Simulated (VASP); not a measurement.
Input of a VASP 6.6.1 run:

The input POSCAR:

```
Ca
1.0
    4.0383990814      0.0000000000      0.0000000000
   -2.0191995407      3.4973561951      0.0000000000
    0.0000000000      0.0000000000     13.2475449854
Ca
4
Direct
    0.0000000000      1.0000000000      1.0000000000
    1.0000000000      1.0000000000      0.5000000000
    0.3333333333      0.6666666667      0.2500000000
    0.6666666667      0.3333333333      0.7500000000
```

File INCAR.step1:

```
SYSTEM = Ca
ALGO = Normal
EDIFF = 1E-4
ENCUT = 520
GGA = PE
ISMEAR = -1
LASPH = .True.
LCHARG = .False.
LREAL = .False.
LWAVE = .True.
NBANDS = 28
NELM = 80
PREC = Accurate
SIGMA = 0.1
```

INCAR.step2

```
SYSTEM = Ca
ALGO = Normal
EDIFF = 1E-6
ENCUT = 520
ISIF = 2
ISMEAR = -1
ISTART = 1
LASPH = .True.
LCHARG = .False.
LMIXTAU = .True.
LREAL = .False.
LWAVE = .False.
METAGGA = R2SCAN
NBANDS = 28
NELM = 80
PREC = Accurate
SIGMA = 0.1
```

The input KPOINTS:

```
k-points
0
Gamma
  10 10 3
  0 0 0
```

Potentials or basis: VASP PAW PBE potentials, release 64 (Ca_sv).

Command:

```console
$ cat potpaw_PBE.64/Ca_sv/POTCAR > POTCAR
$ cp INCAR.step1 INCAR
$ mpirun -np 1 vasp_std > vasp.out
$ cp INCAR.step2 INCAR
$ mpirun -np 1 vasp_std > vasp.out
```

Problem. What does it give for the band gap on the k mesh?

Solution. Zero (bands 20 and 21 overlap by 0.57 eV).

Problem. What does it give for the pressure?

Solution. -1.2 GPa.

Caveat: the PAW data sets were made with another functional, which shifts forces and pressure a little.
